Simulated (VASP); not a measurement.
# WCl2F4 (P-1) in VASP: single point with PBE

Aim: the single point of WCl2F4 with PBE.

Program: VASP 6.6.1. These are calculated values, not measurements. Logs are shortened: lines on timing, memory, paths and dates and some standing lists are left out, and cuts for length are marked.

**1. The cell of the first run**

The typed cell holds 7 atoms: a = 6.034 Å, b = 6.208 Å, c = 6.379 Å, α = 64.71°, β = 67.72°, γ = 61.89°.

**2. Single point, PBE**

INCAR

```
PREC = Accurate ; ENCUT = 520
EDIFF = 1E-6 ; ISMEAR = 0
SIGMA = 0.02 ; LREAL = False
LASPH = True ; NELM = 80
ALGO = Normal ; ISIF = 2
LWAVE = False ; LCHARG = True
GGA = PE ; LELF = True
LVHAR = True ; NBANDS = 37
```

KPOINTS

```
Automatic mesh
0
Gamma
  6 6 4
```

POSCAR

```
WCl2F4
1.0
    6.0313623405     -0.0202068457     -0.1619571875
    2.9433489303      5.4661344374     -0.0570193515
    2.5744538663      1.7667914643      5.5622281735
W Cl F
1 2 4
Direct
    0.0000000000      0.0000000000      0.0000000000
    0.2435395043      0.6683814868      0.2605138516
    0.7564604957      0.3316185132      0.7394861484
    0.2934984618      0.0657192124      0.7972179620
    0.9411954686      0.2241599709      0.1541004086
    0.0588045314      0.7758400291      0.8458995914
    0.7065015382      0.9342807876      0.2027820380
```

Potentials or basis: VASP PAW PBE potentials, release 64 (W_sv, Cl, F).

On the command line:

```
> cat potpaw_PBE.64/W_sv/POTCAR potpaw_PBE.64/Cl/POTCAR potpaw_PBE.64/F/POTCAR > POTCAR
> mpirun -np 1 vasp_std > vasp.out
```

OUTCAR:

```text
PREC = Accurate
   ENCUT = 520
   EDIFF = 1E-6
   ISMEAR = 0
   LREAL = False
   LASPH = True
   NELM = 80
   ISIF = 2
   GGA = PE

 ion  position               nearest neighbor table
   1  0.000  0.000  0.000-   5 1.86   6 1.86   4 1.86   7 1.86   2 2.29   3 2.29
   2  0.244  0.668  0.261-   1 2.29
   3  0.756  0.332  0.739-   1 2.29
   4  0.293  0.066  0.797-   1 1.86
   5  0.941  0.224  0.154-   1 1.86
   6  0.059  0.776  0.846-   1 1.86
   7  0.707  0.934  0.203-   1 1.86

  LATTYP: Found a triclinic cell.
 ALAT       =    10.6562807457
 B/A-ratio  =     0.5908786577
 C/A-ratio  =     0.8799181972
 COS(alpha) =     0.0031461552
 COS(beta)  =     0.3968162423
 COS(gamma) =     0.8703621494

  Lattice vectors:

 A1 = (   9.1193757507,  -5.5065481288,  -0.2668950235)
 A2 = (   3.0880134102,  -5.4863412831,  -0.1049378360)
 A3 = (   6.4002574045,   3.6791361274,  -5.7812047125)

Analysis of symmetry for initial positions (statically):
=====================================================================
 Subroutine PRICEL returns:
 Original cell was already a primitive cell.

 Routine SETGRP: Setting up the symmetry group for a
 triclinic supercell.

 Subroutine GETGRP returns: Found  2 space group operations
 (whereof  2 operations were pure point group operations)
 out of a pool of  2 trial point group operations.

The static configuration has the point symmetry S_2 .

Analysis of symmetry for dynamics (positions and initial velocities):
=====================================================================
 Subroutine PRICEL returns:
 Original cell was already a primitive cell.

 Routine SETGRP: Setting up the symmetry group for a
 triclinic supercell.

 Subroutine GETGRP returns: Found  2 space group operations
 (whereof  2 operations were pure point group operations)
 out of a pool of  2 trial point group operations.

The dynamic configuration has the point symmetry S_2 .

 Subroutine INISYM returns: Found  2 space group operations
 (whereof  2 operations are pure point group operations),
 and found     1 'primitive' translations

----------------------------------------------------------------------------------------

                                     Primitive cell

  volume of cell :     185.7551

  direct lattice vectors                    reciprocal lattice vectors
     6.031362341 -0.020206846 -0.161957187     0.164219566 -0.088925518 -0.047761947
     2.943348930  5.466134437 -0.057019352    -0.000935368  0.182846973 -0.057646756
     2.574453866  1.766791464  5.562228174     0.004772045 -0.000714877  0.177802420

  length of vectors
     6.033570264  6.208476449  6.378694776     0.192761555  0.191721253  0.177867883

  position of ions in fractional coordinates (direct lattice)
     0.000000000  0.000000000  0.000000000
     0.243539504  0.668381487  0.260513852
     0.756460496  0.331618513  0.739486148
     0.293498462  0.065719212  0.797217962
     0.941195469  0.224159971  0.154100409
     0.058804531  0.775840029  0.845899591
     0.706501538  0.934280788  0.202782038

  ion indices of the primitive-cell ions
   primitive index   ion index
                 1           1
                 2           2
                 3           3
                 4           4
                 5           5
                 6           6
                 7           7

----------------------------------------------------------------------------------------

 KPOINTS: Automatic mesh

Automatic generation of k-mesh.
 Grid dimensions read from file:
 generate k-points for:    6    6    4

 Generating k-lattice:

  Cartesian coordinates                     Fractional coordinates (reciprocal lattice)
     0.027369928 -0.014820920 -0.007960325     0.166666667  0.000000000  0.000000000
    -0.000155895  0.030474495 -0.009607793     0.000000000  0.166666667 -0.000000000
     0.001193011 -0.000178719  0.044450605     0.000000000 -0.000000000  0.250000000

  Length of vectors
     0.032126926  0.031953542  0.044466971

  Shift w.r.t. Gamma in fractional coordinates (k-lattice)
     0.000000000  0.000000000  0.000000000

 Subroutine IBZKPT returns following result:
 ===========================================

 Found     76 irreducible k-points:

 Following reciprocal coordinates:
            Coordinates               Weight
  0.000000  0.000000  0.000000      1.000000
  0.166667  0.000000 -0.000000      2.000000
  0.333333  0.000000  0.000000      2.000000
  0.500000  0.000000  0.000000      1.000000
  0.000000  0.166667  0.000000      2.000000
  0.166667  0.166667  0.000000      2.000000
[... 16 lines left out ...]
  0.333333  0.000000  0.250000      2.000000
  0.500000  0.000000  0.250000      2.000000
 [... further k-points ...]
   k-points           NKPTS =     76   k-points in BZ     NKDIM =     76   number of bands    NBANDS=     37
   number of dos      NEDOS =    301   number of ions     NIONS =      7
   total plane-waves  NPLWV = 110592
   dimension x,y,z NGX =    48 NGY =   48 NGZ =   48
   dimension x,y,z NGXF=    96 NGYF=   96 NGZF=   96
   ions per type =               1   2   4
   NGX,Y,Z   is equivalent  to a cutoff of  13.23, 12.85, 12.51 a.u.
   NGXF,Y,Z  is equivalent  to a cutoff of  26.45, 25.71, 25.02 a.u.
 SYSTEM =  unknown system
   PREC   = accura    normal or accurate (medium, high low for compatibility)
   ISTART =      0    job   : 0-new  1-cont  2-samecut
   ICHARG =      2    charge: 1-file 2-atom 10-const
   ISPIN  =      1    spin polarized calculation?
   LNONCOLLINEAR =      F non collinear calculations
   LSORBIT =      F    spin-orbit coupling
   LASPH  =      T    aspherical Exc in radial PAW
   ENCUT  =  520.0 eV  38.22 Ry    6.18 a.u.  11.22 11.54 11.86*2*pi/ulx,y,z
   NELM   =     80;   NELMIN=  2; NELMDL= -5     # of ELM steps
   EDIFF  = 0.1E-05   stopping-criterion for ELM
   LREAL  =      F    real-space projection
   EDIFFG = 0.1E-04   stopping-criterion for IOM
   NSW    =      0    number of steps for IOM
   IBRION =     -1    ionic relax: 0-MD 1-quasi-New 2-CG
   NFREE  =      0    steps in history (QN), initial steepest desc. (CG)
   ISIF   =      2    stress and relaxation
   ISYM   =      2    0-nonsym 1-usesym 2-fastsym
   POTIM  = 0.5000    time-step for ionic-motion
   TEBEG  =    0.0;   TEEND  =   0.0 temperature during run
   PSTRESS=    0.0 pullay stress
   NELECT =      56.0000    total number of electrons
   NUPDOWN=      -1.0000    fix difference up-down
   EMIN   =  10.00;   EMAX   =-10.00  energy-range for DOS
   EFERMI =   0.00;   METHOD = LEGACY
   ISMEAR =     0;   SIGMA  =   0.02  broadening in eV -4-tet -1-fermi 0-gaus
   EFERMI_NEDOS =   21; number of points for ismear=-14 and -15
   IALGO  =     38    algorithm
   IMIX   =      4    mixing-type and parameters
     AMIX     =   0.40;   BMIX     =  1.00
     AMIX_MAG =   1.60;   BMIX_MAG =  1.00
  volume/ion in A,a.u.               =      26.54       179.08
  Fermi-wavevector in a.u.,A,eV,Ry     =   1.097717  2.074385 16.394797  1.204984
  Thomas-Fermi vector in A             =   2.234082
   LORBIT       =      0    0 simple, 1 ext, 2 COOP (PROOUT), +10 PAW based schemes
   GGA     = PE    functional components
   LHFCALC =     F    Hartree Fock is set to
   AEXX    =    0.0000 exact exchange contribution
   IVDW    =     0    specifies the selected vdW correction
   LEPSILON=     F    determine dielectric tensor
   LRPA    =     F    only Hartree local field effects (RPA)
 non-spin polarized calculation
 Gauss-broadening in eV      SIGMA  =   0.02
  energy-cutoff  :      520.00
  volume of cell :      185.76
 maximum number of plane-waves:      5019
 NGX is ok and might be reduce to    48
   NGX = 23   NGY = 23   NGZ = 23

 number of electron      55.9999990 magnetization

 Free energy of the ion-electron system (eV)
  ---------------------------------------------------
  ext. energy  EPLUGINS =         0.00000000
  ---------------------------------------------------
  free energy    TOTEN  =       -38.38402862 eV

  energy without entropy =      -38.38402862  energy(sigma->0) =      -38.38402862

 E-fermi :  -3.4912     XC(G=0):  -6.8554

 val. band max:       -3.6640605691   @ k =   0.0000   0.0000   0.0000
 cond. band min:      -0.6653942956   @ k =  -0.0000   0.5000   0.5000
 fundamental gap:      2.9986662735
 Fermi energy:        -3.4912344258

 k-point     1 :       0.0000    0.0000    0.0000
  band No.  band energies     occupation
      1     -78.5557      2.00000
      2     -42.8364      2.00000
      3     -42.8352      2.00000
      4     -42.5231      2.00000
      5     -25.6695      2.00000
      6     -25.5297      2.00000
[... 29 lines left out ...]
     36       7.1342      0.00000
     37       7.5692      0.00000

 k-point     2 :       0.1667    0.0000   -0.0000
  band No.  band energies     occupation
      1     -78.5557      2.00000
      2     -42.8364      2.00000
      3     -42.8352      2.00000
      4     -42.5231      2.00000
      5     -25.6682      2.00000
      6     -25.5294      2.00000
[... 29 lines left out ...]
     36       6.9486      0.00000
     37       7.6682      0.00000

 k-point     3 :       0.3333    0.0000    0.0000
  band No.  band energies     occupation
      1     -78.5557      2.00000
      2     -42.8364      2.00000
      3     -42.8352      2.00000
      4     -42.5231      2.00000
      5     -25.6655      2.00000
      6     -25.5287      2.00000
[... 29 lines left out ...]
     36       7.1680      0.00000
     37       7.6751      0.00000
[... 761 lines left out ...]
 k-point    23 :       0.3333    0.0000    0.2500
  band No.  band energies     occupation
      1     -78.5557      2.00000
      2     -42.8364      2.00000
      3     -42.8352      2.00000
      4     -42.5231      2.00000
      5     -25.6662      2.00000
      6     -25.5291      2.00000
[... 29 lines left out ...]
     36       7.1007      0.00000
     37       7.4634      0.00000

 k-point    24 :       0.5000    0.0000    0.2500
  band No.  band energies     occupation
      1     -78.5557      2.00000
      2     -42.8364      2.00000
      3     -42.8352      2.00000
      4     -42.5231      2.00000
      5     -25.6645      2.00000
      6     -25.5285      2.00000
[... 29 lines left out ...]
     36       6.9605      0.00000
     37       7.3032      0.00000

 [... further k-points ...]

------------------------ aborting loop because EDIFF is reached ----------------------------------------

  FORCE on cell =-STRESS in cart. coord.  units (eV):
  Direction    XX          YY          ZZ          XY          YZ          ZX
  --------------------------------------------------------------------------------------
  -------------------------------------------------------------------------------------
  Total        0.8786530      0.7302565      0.6765278      0.4261259      0.5486782     -0.4911287
  in kB        7.5785680      6.2986169      5.8351956      3.6754260      4.7324654     -4.2360887
  external PRESSURE =       6.5707935 kB  Pullay stress =       0.0000000 kB

 VOLUME and BASIS-vectors are now :
 -----------------------------------------------------------------------------
  energy-cutoff  :      520.00
  volume of cell :      185.76
      direct lattice vectors                 reciprocal lattice vectors
     6.031362341 -0.020206846 -0.161957187     0.164219566 -0.088925518 -0.047761947
     2.943348930  5.466134437 -0.057019352    -0.000935368  0.182846973 -0.057646756
     2.574453866  1.766791464  5.562228174     0.004772045 -0.000714877  0.177802420

 POSITION                                       TOTAL-FORCE (eV/Angst)
 -----------------------------------------------------------------------------------
      0.00000      0.00000      0.00000         0.000000      0.000000      0.000000
      4.10684      4.10882      1.37148        -0.001791      0.001690     -0.002421
      7.44233      3.10390      3.97177         0.001791     -0.001690      0.002421
      4.01603      1.76182      4.38303         0.303764     -0.001152     -0.248257
      6.73320      1.47853      0.69193         0.145418      0.313834      0.179881
      4.81597      5.73419      4.65132        -0.145418     -0.313834     -0.179881
      7.53313      5.45090      0.96022        -0.303764      0.001152      0.248257
 -----------------------------------------------------------------------------------
    total drift:                                0.000000      0.000000      0.000000

  FREE ENERGIE OF THE ION-ELECTRON SYSTEM (eV)
  ---------------------------------------------------
  free  energy   TOTEN  =       -38.3840286204 eV

  energy  without entropy=      -38.3840286204  energy(sigma->0) =      -38.38402862
```

Run time: 15 min. Hardware: 1 thread of Intel Xeon Platinum 8175M at 2.50GHz (Skylake/Cascade Lake), shared host; peak memory 0.61 GiB.

Results:

- Free energy: -38.3840 eV
- Pressure: 0.7 GPa
- Largest force: 0.392 eV/Å
- Band gap on the k mesh: 3.00 eV (least direct gap 3.02 eV)

Forces in eV/Å, atoms in the order of the input:
```
W    0.000  0.000  0.000
Cl  -0.002  0.002 -0.002
Cl   0.002 -0.002  0.002
F    0.304 -0.001 -0.248
F    0.145  0.314  0.180
F   -0.145 -0.314 -0.180
F   -0.304  0.001  0.248
```

Stress tensor (GPa, compression positive):
```
 0.76  0.37 -0.42
 0.37  0.63  0.47
-0.42  0.47  0.58
```

Caveat: spin-orbit coupling is left out, which moves the levels of the heavy elements. A k mesh can miss the band edges.
